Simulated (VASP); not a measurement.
Runs of VASP 6.6.1 on GaP. The structure is that of space group F-43m (No. 216), or close to it. The cells are those of the table. 

```tsv
level	cell	k mesh	cutoff (eV)	smearing	gap on the mesh (eV)	pressure (GPa)
PBE+D4	a = 3.855 Å, angles 60.0°, 2 atoms	8 × 8 × 8	520	gaussian 0.05 eV	1.64	-0.9
r2SCAN	a = 3.872 Å, angles 60.0°, 2 atoms	8 × 8 × 8	550	gaussian 0.05 eV	1.92	(a)
PBE	a = 3.867 Å, angles 60.0°, 2 atoms	6 × 6 × 6	500	gaussian 0.05 eV	1.64	1.6
PBE	a = 3.881 Å, angles 60.0°, 2 atoms	6 × 6 × 6	520	gaussian 0.05 eV	1.61	(b)
r2SCAN	a = 3.894 Å, angles 60.0°, 2 atoms	8 × 8 × 8	550	gaussian 0.05 eV	(c)	-2.5
r2SCAN	a = 3.855 Å, angles 60.0°, 2 atoms	8 × 8 × 8	520	gaussian 0.05 eV	1.90	-0.1
r2SCAN	a = 3.855 Å, angles 60.0°, 2 atoms	8 × 8 × 8	520	tetrahedron	1.90	-0.1
PBE	a = 3.894 Å, angles 60.0°, 2 atoms	6 × 6 × 6	500	gaussian 0.05 eV	1.57	-0.1
```

Alike in all rows: task single point; potentials or basis VASP PAW PBE potentials, release 64 (Ga_d, P); no spin polarisation.

Task: Fill in the values left out.

Result: (a) -1.2; (b) 0.7; (c) 1.94.

Caveats: the PAW data sets were made with another functional, which shifts forces and pressure a little (some runs).

A k mesh can miss the band edges, and the runs leave out spin-orbit coupling on Ga.
